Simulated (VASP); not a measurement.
# Co (P6_3/mmc) in VASP: further runs

Runs on Co. Level: PBE. Tasks: electric field gradients, single point.

All numbers are computed with VASP 6.6.1; they aren't measurements. Logs are shortened: lines on timing, memory, paths and dates and some standing lists are left out, and cuts for length are marked.

## (1) The cell of the first run

The structure is hexagonal, space group P6_3/mmc (No. 194). Conventional cell: a = 2.519 Å, b = 2.519 Å, c = 4.091 Å, α = 90.00°, β = 90.00°, γ = 120.00°. Co (site symmetry -6m2) has 12 Co at 2.51 to 2.52 Å within 3.3 Å.

## (2) Electric field gradients, PBE, collinear spin, ferromagnetic start

INCAR

```
SYSTEM = Co
PREC = Accurate ; ENCUT = 520
EDIFF = 1E-8 ; ISMEAR = -1
SIGMA = 0.05 ; LREAL = .FALSE.
LASPH = .TRUE. ; NELM = 150
ALGO = Normal ; ISIF = 2
LWAVE = .FALSE. ; LCHARG = .FALSE.
ISPIN = 2 ; MAGMOM = 2 2
LORBIT = 11 ; LMAXMIX = 4
GGA = PE ; LEFG = .TRUE.
NBANDS = 20
```

KPOINTS

```
Automatic mesh
0
G
  19 19 10
  0 0 0
```

POSCAR

```
Co
1.0
    2.5190008694      0.0000000000      0.0000000000
   -1.2595004347      2.1815187451      0.0000000000
    0.0000000000      0.0000000000      4.0910000000
Co
2
Direct
    0.3333333333      0.6666666667      0.2500000000
    0.6666666667      0.3333333333      0.7500000000
```

Potentials or basis: VASP PAW PBE potentials, release 64 (Co).

The run is started by

```console
> cat potpaw_PBE.64/Co/POTCAR > POTCAR
> mpirun -np 1 vasp_std > vasp.out
```

OUTCAR:

```text
SYSTEM = Co
   PREC = Accurate
   ENCUT = 520
   EDIFF = 1E-8
   ISMEAR = -1
   LREAL = .FALSE.
   LASPH = .TRUE.
   NELM = 150
   ISIF = 2
   ISPIN = 2
   LORBIT = 11
   GGA = PE

 ion  position               nearest neighbor table
   1  0.333  0.667  0.250-   2 2.51   2 2.51   2 2.51   2 2.51   2 2.51   2 2.51
   2  0.667  0.333  0.750-   1 2.51   1 2.51   1 2.51   1 2.51   1 2.51   1 2.51

  LATTYP: Found a hexagonal cell.
 ALAT       =     2.5190008694
 C/A-ratio  =     1.6240566050

  Lattice vectors:

 A1 = (   2.5190008694,   0.0000000000,   0.0000000000)
 A2 = (  -1.2595004347,   2.1815187451,   0.0000000000)
 A3 = (   0.0000000000,   0.0000000000,   4.0910000000)

Analysis of symmetry for initial positions (statically):
=====================================================================
 Subroutine PRICEL returns:
 Original cell was already a primitive cell.

 Routine SETGRP: Setting up the symmetry group for a
 hexagonal supercell.

 Subroutine GETGRP returns: Found 24 space group operations
 (whereof 12 operations were pure point group operations)
 out of a pool of 24 trial point group operations.

The static configuration has the point symmetry D_3d.
 The point group associated with its full space group is D_6h.

Analysis of symmetry for dynamics (positions and initial velocities):
=====================================================================
 Subroutine PRICEL returns:
 Original cell was already a primitive cell.

 Routine SETGRP: Setting up the symmetry group for a
 hexagonal supercell.

 Subroutine GETGRP returns: Found 24 space group operations
 (whereof 12 operations were pure point group operations)
 out of a pool of 24 trial point group operations.

The dynamic configuration has the point symmetry D_3d.
 The point group associated with its full space group is D_6h.

Analysis of structural, dynamic, and magnetic symmetry:
=====================================================================
 Subroutine PRICEL returns:
 Original cell was already a primitive cell.

 Routine SETGRP: Setting up the symmetry group for a
 hexagonal supercell.

[... 167 lines left out ...]
      4       7.2178      1.00000
      5       7.2178      1.00000
      6       7.5061      1.00000
[... 541 lines left out ...]
     19      32.4617      0.00000
     20      34.1040      0.00000

 [... further k-points ...]

 spin component 2

 k-point     1 :       0.0000    0.0000    0.0000
  band No.  band energies     occupation
      1       1.0497      1.00000
      2       5.7422      1.00000
      3       8.8254      1.00000
      4       8.8821      1.00000
      5       8.8821      1.00000
      6       9.2230      0.99998
[... 541 lines left out ...]
     19      32.7868      0.00000
     20      34.4373      0.00000

 [... further k-points ...]

------------------------ aborting loop because EDIFF is reached ----------------------------------------

  FORCE on cell =-STRESS in cart. coord.  units (eV):
  Direction    XX          YY          ZZ          XY          YZ          ZX
  --------------------------------------------------------------------------------------
  -------------------------------------------------------------------------------------
  Total       -0.9450739     -0.9450739     -1.1437943      0.0000000     -0.0000000     -0.0000000
  in kB      -67.3534101    -67.3534101    -81.5157931      0.0000000     -0.0000000     -0.0000000
  external PRESSURE =     -72.0742045 kB  Pullay stress =       0.0000000 kB

 VOLUME and BASIS-vectors are now :
 -----------------------------------------------------------------------------
  energy-cutoff  :      520.00
  volume of cell :       22.48
      direct lattice vectors                 reciprocal lattice vectors
     2.519000869  0.000000000  0.000000000     0.396982793  0.229198122  0.000000000
    -1.259500435  2.181518745  0.000000000     0.000000000  0.458396244  0.000000000
     0.000000000  0.000000000  4.091000000     0.000000000  0.000000000  0.244439012

 POSITION                                       TOTAL-FORCE (eV/Angst)
 -----------------------------------------------------------------------------------
     -0.00000      1.45435      1.02275         0.000000      0.000000      0.000000
      1.25950      0.72717      3.06825        -0.000000     -0.000000      0.000000
 -----------------------------------------------------------------------------------
    total drift:                               -0.000000      0.000000     -0.000000

  FREE ENERGIE OF THE ION-ELECTRON SYSTEM (eV)
  ---------------------------------------------------
  free  energy   TOTEN  =       -14.0578269622 eV

  energy  without entropy=      -14.0424576510  energy(sigma->0) =      -14.05014231

 Electric field gradients (V/A^2)
---------------------------------------------------------------------
 ion       V_xx      V_yy      V_zz      V_xy      V_xz      V_yz
---------------------------------------------------------------------
   1       0.907     0.907    -1.814    -0.000     0.000    -0.000
   2       0.907     0.907    -1.814    -0.000    -0.000     0.000
---------------------------------------------------------------------

 Electric field gradients after diagonalization (V/A^2)
 (convention: |V_zz| > |V_xx| > |V_yy|)
----------------------------------------------------------------------
 ion       V_xx      V_yy      V_zz     asymmetry (V_yy - V_xx)/ V_zz
----------------------------------------------------------------------
   1       0.907     0.907    -1.814       0.000
   2       0.907     0.907    -1.814       0.000
----------------------------------------------------------------------

           NMR quadrupolar parameters

 Cq : quadrupolar parameter    Cq=e*Q*V_zz/h
 eta: asymmetry parameters     (V_yy - V_xx)/ V_zz
 Q  : nuclear electric quadrupole moment in mb (millibarn)
----------------------------------------------------------------------
 ion       Cq(MHz)       eta       Q (mb)
----------------------------------------------------------------------
   1      -0.004       0.000       1.000
   2      -0.004       0.000       1.000
----------------------------------------------------------------------

 total charge

# of ion       s       p       d       tot
------------------------------------------
    1        0.474   0.491   7.240   8.206
    2        0.474   0.491   7.240   8.206
--------------------------------------------------
tot          0.948   0.983  14.481  16.412

 magnetization (x)

# of ion       s       p       d       tot
------------------------------------------
    1       -0.014  -0.054   1.731   1.663
    2       -0.014  -0.054   1.731   1.663
--------------------------------------------------
tot         -0.029  -0.108   3.461   3.325
```

OSZICAR:

```text
N       E                     dE             d eps       ncg     rms          rms(c)
DAV:   1     0.852777128220E+02    0.85278E+02   -0.82065E+03 20156   0.122E+03
DAV:   2    -0.115819974367E+02   -0.96860E+02   -0.87044E+02 19444   0.215E+02
DAV:   3    -0.160871037025E+02   -0.45051E+01   -0.42977E+01 21824   0.562E+01
DAV:   4    -0.161558718364E+02   -0.68768E-01   -0.68713E-01 23516   0.613E+00
DAV:   5    -0.161578017918E+02   -0.19300E-02   -0.19299E-02 22144   0.971E-01    0.144E+01
DAV:   6    -0.145458821464E+02    0.16119E+01   -0.80031E+00 21700   0.570E+01    0.731E+00
DAV:   7    -0.140902758946E+02    0.45561E+00   -0.13009E+00 22132   0.212E+01    0.375E+00
DAV:   8    -0.140727549698E+02    0.17521E-01   -0.16403E-02 25008   0.120E+00    0.166E+00
DAV:   9    -0.140583952571E+02    0.14360E-01   -0.33732E-03 30352   0.101E+00    0.452E-01
DAV:  10    -0.140579035329E+02    0.49172E-03   -0.53858E-04 25064   0.277E-01    0.143E-01
DAV:  11    -0.140578292727E+02    0.74260E-04   -0.94127E-05 28284   0.147E-01    0.303E-02
DAV:  12    -0.140578281306E+02    0.11421E-05   -0.96037E-06 20580   0.299E-02    0.171E-02
DAV:  13    -0.140578273797E+02    0.75081E-06   -0.18711E-06 28560   0.147E-02    0.732E-03
DAV:  14    -0.140578272913E+02    0.88452E-07   -0.33628E-07 20888   0.453E-03    0.251E-03
DAV:  15    -0.140578269534E+02    0.33788E-06   -0.11105E-08 18504   0.154E-03    0.893E-04
DAV:  16    -0.140578269622E+02   -0.87455E-08   -0.36375E-09 10352   0.690E-04
   1 F= -.14057827E+02 E0= -.14050142E+02  d E =-.153693E-01  mag=     3.2704
```

Run time: 4.7 min. Hardware: 1 thread of Intel Xeon Platinum 8259CL at 2.50GHz (Skylake/Cascade Lake), shared host; peak memory 0.26 GiB.

What came out:

```yaml
Free_energy: -14.0578 eV
Pressure: -7.2 GPa
Net_moment: 3.27 μB per cell
Site_moments: Co +1.66 μB
Largest_electric_field_gradient_by_atom: Co -1.8 V/Å²
Valence_electrons_inside_the_program's_atomic_spheres: Co 8.21
```

Electric field gradients, principal values (V/Å²):
| atom | least | middle | greatest (by size) |
| --- | --- | --- | --- |
| 1 Co | 0.907 | 0.907 | -1.814 |
| 2 Co | 0.907 | 0.907 | -1.814 |

Caveat: the cell stands under tension; without QUAD_EFG the Cq values of the log hold for a quadrupole moment of 1 mb, not for the nuclei.

## (3) Single point, PBE, collinear spin, ferromagnetic start

POSCAR is that of step 2.

INCAR.step1

```
SYSTEM = Co
ALGO     = Normal         ! electronic algorithm
EDIFF    = 1E-6           ! SCF threshold, eV
ENCUT    = 520            ! plane-wave cutoff, eV
GGA      = PE             ! functional
ISIF     = 2              ! what is computed and relaxed
ISMEAR   = -1             ! smearing method
ISPIN    = 2              ! spin polarisation
LASPH    = .TRUE.         ! aspherical terms in the spheres
LCHARG   = .TRUE.         ! write CHGCAR
LMAXMIX  = 4              ! l up to which the mixer works
LREAL    = .FALSE.        ! projectors in reciprocal space
LWAVE    = .FALSE.        ! write WAVECAR
MAGMOM   = 2 2            ! initial moments
NBANDS   = 20             ! bands
NELM     = 150            ! most SCF steps
PREC     = Accurate       ! precision mode
SIGMA    = 0.05           ! smearing width, eV
```

KPOINTS.step1

```
k-points
0
G
  19 19 10
  0 0 0
```

INCAR.step2

```
SYSTEM = Co
ALGO     = Normal         ! electronic algorithm
EDIFF    = 1E-6           ! SCF threshold, eV
ENCUT    = 520            ! plane-wave cutoff, eV
GGA      = PE             ! functional
ICHARG   = 11             ! starting density
ISIF     = 2              ! what is computed and relaxed
ISMEAR   = -5             ! smearing method
ISPIN    = 2              ! spin polarisation
LASPH    = .TRUE.         ! aspherical terms in the spheres
LCHARG   = .FALSE.        ! write CHGCAR
LMAXMIX  = 4              ! l up to which the mixer works
LORBIT   = 10             ! projections on sites
LREAL    = .FALSE.        ! projectors in reciprocal space
LWAVE    = .FALSE.        ! write WAVECAR
MAGMOM   = 2 2            ! initial moments
NEDOS    = 2001           ! points of the DOS
NELM     = 150            ! most SCF steps
PREC     = Accurate       ! precision mode
SIGMA    = 0.05           ! smearing width, eV
```

KPOINTS.step2

```
k-points
0
G
  29 29 15
  0 0 0
```

Potentials or basis: VASP PAW PBE potentials, release 64 (Co).

The run is started by

```console
> cat potpaw_PBE.64/Co/POTCAR > POTCAR
> cp INCAR.step1 INCAR
> cp KPOINTS.step1 KPOINTS
> mpirun -np 1 vasp_std > vasp.out
> cp INCAR.step2 INCAR
> cp KPOINTS.step2 KPOINTS
> mpirun -np 1 vasp_std > vasp.out
```

It took 3.3 min on 1 thread of AMD EPYC 9R45 (Zen 5), shared host; peak memory 0.43 GiB.

Results (log left out):

* Net moment: 3.27 μB per cell
* Site moments: Co +1.65 μB
* Valence electrons inside the program's atomic spheres: Co 8.21

Levels at points of the mesh, in eV from the Fermi level:
Spin up:
| k point | band 8 | band 9 | band 10 | band 11 | band 12 | band 13 | band 14 | band 15 |
| --- | --- | --- | --- | --- | --- | --- | --- | --- |
| (0.00, 0.00, 0.00) | -1.93 | -1.93 | -0.90 | -0.90 | -0.10 | 5.97 | 21.72 | 23.98 |
Spin down:
| k point | band 5 | band 6 | band 7 | band 8 | band 9 | band 10 |
| --- | --- | --- | --- | --- | --- | --- |
| (0.00, 0.00, 0.00) | -0.89 | -0.55 | -0.55 | -0.18 | -0.13 | -0.13 |

Caveat: tetrahedron occupations give inexact forces and stress in metals.

## (4) Electric field gradients, PBE, collinear spin, ferromagnetic start (equal xx and yy strain of -3 %)

INCAR

```
PREC = Accurate
ENCUT = 520
EDIFF = 1E-8
ISMEAR = -1
SIGMA = 0.05
LREAL = False
LASPH = True
NELM = 150
ALGO = Normal
ISIF = 2
LWAVE = False
LCHARG = False
ISPIN = 2
MAGMOM = 2 2
LORBIT = 11
LMAXMIX = 4
GGA = PE
LEFG = True
NBANDS = 20
```

KPOINTS

```
regular mesh
0
Gamma
  19 19 10
```

POSCAR

```
Co
1.0
    2.4434308433      0.0000000000      0.0000000000
   -1.2217154217      2.1160731828      0.0000000000
    0.0000000000      0.0000000000      4.0910000000
Co
2
Direct
    0.3333333333      0.6666666667      0.2500000000
    0.6666666667      0.3333333333      0.7500000000
```

Potentials or basis: VASP PAW PBE potentials, release 64 (Co).

The run is started by

```console
> cat potpaw_PBE.64/Co/POTCAR > POTCAR
> mpirun -np 1 vasp_std > vasp.out
```

OUTCAR:

```text
PREC = Accurate
   ENCUT = 520
   EDIFF = 1E-8
   ISMEAR = -1
   LREAL = False
   LASPH = True
   NELM = 150
   ISIF = 2
   ISPIN = 2
   LORBIT = 11
   GGA = PE

 ion  position               nearest neighbor table
   1  0.333  0.667  0.250-   2 2.48   2 2.48   2 2.48   2 2.48   2 2.48   2 2.48
   2  0.667  0.333  0.750-   1 2.48   1 2.48   1 2.48   1 2.48   1 2.48   1 2.48

  LATTYP: Found a hexagonal cell.
 ALAT       =     2.4434308433
 C/A-ratio  =     1.6742851598

  Lattice vectors:

 A1 = (   2.4434308433,   0.0000000000,   0.0000000000)
 A2 = (  -1.2217154217,   2.1160731828,   0.0000000000)
 A3 = (   0.0000000000,   0.0000000000,   4.0910000000)

Analysis of symmetry for initial positions (statically):
=====================================================================
 Subroutine PRICEL returns:
 Original cell was already a primitive cell.

 Routine SETGRP: Setting up the symmetry group for a
 hexagonal supercell.

[... 1324 lines left out ...]
 -----------------------------------------------------------------------------------
    total drift:                               -0.000000     -0.000000     -0.000000

  FREE ENERGIE OF THE ION-ELECTRON SYSTEM (eV)
  ---------------------------------------------------
  free  energy   TOTEN  =       -14.0521449732 eV

  energy  without entropy=      -14.0363369189  energy(sigma->0) =      -14.04424095

 Electric field gradients (V/A^2)
---------------------------------------------------------------------
 ion       V_xx      V_yy      V_zz      V_xy      V_xz      V_yz
---------------------------------------------------------------------
   1      -3.482    -3.481     6.963     0.001     0.000     0.000
   2      -3.482    -3.481     6.963     0.001    -0.000     0.000
---------------------------------------------------------------------

 Electric field gradients after diagonalization (V/A^2)
 (convention: |V_zz| > |V_xx| > |V_yy|)
----------------------------------------------------------------------
 ion       V_xx      V_yy      V_zz     asymmetry (V_yy - V_xx)/ V_zz
----------------------------------------------------------------------
   1      -3.483    -3.480     6.963       0.000
   2      -3.483    -3.480     6.963       0.000
----------------------------------------------------------------------

           NMR quadrupolar parameters

 Cq : quadrupolar parameter    Cq=e*Q*V_zz/h
 eta: asymmetry parameters     (V_yy - V_xx)/ V_zz
 Q  : nuclear electric quadrupole moment in mb (millibarn)
----------------------------------------------------------------------
 ion       Cq(MHz)       eta       Q (mb)
----------------------------------------------------------------------
   1       0.017       0.000       1.000
   2       0.017       0.000       1.000
----------------------------------------------------------------------

 total charge

# of ion       s       p       d       tot
------------------------------------------
    1        0.500   0.544   7.281   8.325
    2        0.500   0.544   7.281   8.325
--------------------------------------------------
tot          0.999   1.088  14.562  16.650

 magnetization (x)

# of ion       s       p       d       tot
------------------------------------------
    1       -0.015  -0.054   1.668   1.599
    2       -0.015  -0.054   1.668   1.599
--------------------------------------------------
tot         -0.030  -0.107   3.335   3.198
```

OSZICAR:

```text
N       E                     dE             d eps       ncg     rms          rms(c)
DAV:   1     0.851454285711E+02    0.85145E+02   -0.82483E+03 20248   0.124E+03
DAV:   2    -0.114379205174E+02   -0.96583E+02   -0.86950E+02 19432   0.217E+02
DAV:   3    -0.160261834424E+02   -0.45883E+01   -0.43911E+01 21796   0.571E+01
DAV:   4    -0.160952936421E+02   -0.69110E-01   -0.69055E-01 23484   0.617E+00
DAV:   5    -0.160973641010E+02   -0.20705E-02   -0.20703E-02 22440   0.102E+00    0.153E+01
DAV:   6    -0.144403844818E+02    0.16570E+01   -0.70628E+00 21868   0.548E+01    0.654E+00
DAV:   7    -0.140898417620E+02    0.35054E+00   -0.10435E+00 22700   0.194E+01    0.385E+00
DAV:   8    -0.140672834128E+02    0.22558E-01   -0.14839E-02 25700   0.127E+00    0.180E+00
DAV:   9    -0.140525963854E+02    0.14687E-01   -0.27800E-03 31568   0.989E-01    0.439E-01
DAV:  10    -0.140521469375E+02    0.44945E-03   -0.60256E-04 24896   0.295E-01    0.903E-02
DAV:  11    -0.140521464782E+02    0.45926E-06   -0.47578E-05 27548   0.103E-01    0.288E-02
DAV:  12    -0.140521460997E+02    0.37850E-06   -0.78755E-06 20884   0.283E-02    0.165E-02
DAV:  13    -0.140521452168E+02    0.88289E-06   -0.15985E-06 28620   0.145E-02    0.721E-03
DAV:  14    -0.140521452791E+02   -0.62271E-07   -0.32843E-07 20764   0.499E-03    0.273E-03
DAV:  15    -0.140521448740E+02    0.40513E-06   -0.11404E-08 18756   0.187E-03    0.118E-03
DAV:  16    -0.140521449407E+02   -0.66685E-07   -0.39576E-09 10740   0.750E-04    0.463E-04
DAV:  17    -0.140521449764E+02   -0.35712E-07   -0.94144E-10 10064   0.266E-04    0.729E-05
DAV:  18    -0.140521449732E+02    0.31480E-08   -0.35480E-10  9932   0.179E-04
   1 F= -.14052145E+02 E0= -.14044241E+02  d E =-.158081E-01  mag=     3.1691
```

Run time: 3.1 min. Hardware: 1 thread of Intel Xeon Platinum 8259CL at 2.50GHz (Skylake/Cascade Lake), shared host; peak memory 0.25 GiB.

Results:

```
Free energy                                           : -14.0521 eV
Pressure                                              : 5.4 GPa
Net moment                                            : 3.17 μB per cell
Site moments                                          : Co +1.60 μB
Largest electric field gradient by atom               : Co +7.0 V/Å²
Valence electrons inside the program's atomic spheres : Co 8.32
```

Levels at points of the mesh, in eV from the Fermi level:
Spin up:
| k point | band 8 | band 9 | band 10 | band 11 | band 12 | band 13 |
| --- | --- | --- | --- | --- | --- | --- |
| (0.00, 0.00, 0.00) | -1.84 | -1.84 | -0.83 | -0.83 | -0.49 | 6.07 |
| (0.00, 0.00, 0.50) | -2.65 | -1.14 | -1.14 | -1.14 | -1.14 | 14.40 |
Spin down:
```
           k point  band 3  band 4  band 5  band 6  band 7  band 8  band 9  band 10  band 11  band 12
(0.00, 0.00, 0.00)   -1.27   -1.02   -1.02   -0.68   -0.68   -0.54   -0.06    -0.06     1.06     1.06
(0.00, 0.00, 0.50)   -1.77   -1.77   -1.04   -1.04   -1.04   -1.04    0.71     0.71     0.71     0.71
```

Electric field gradients, principal values (V/Å²):
| atom | least | middle | greatest (by size) |
| --- | --- | --- | --- |
| 1 Co | -3.480 | -3.483 | 6.963 |
| 2 Co | -3.480 | -3.483 | 6.963 |

Caveat: the cell differs from its parent crystal (equal xx and yy strain of -3 %); the cell stands under pressure; without QUAD_EFG the Cq values of the log hold for a quadrupole moment of 1 mb, not for the nuclei.

(Part 1 of 2 ends here.)
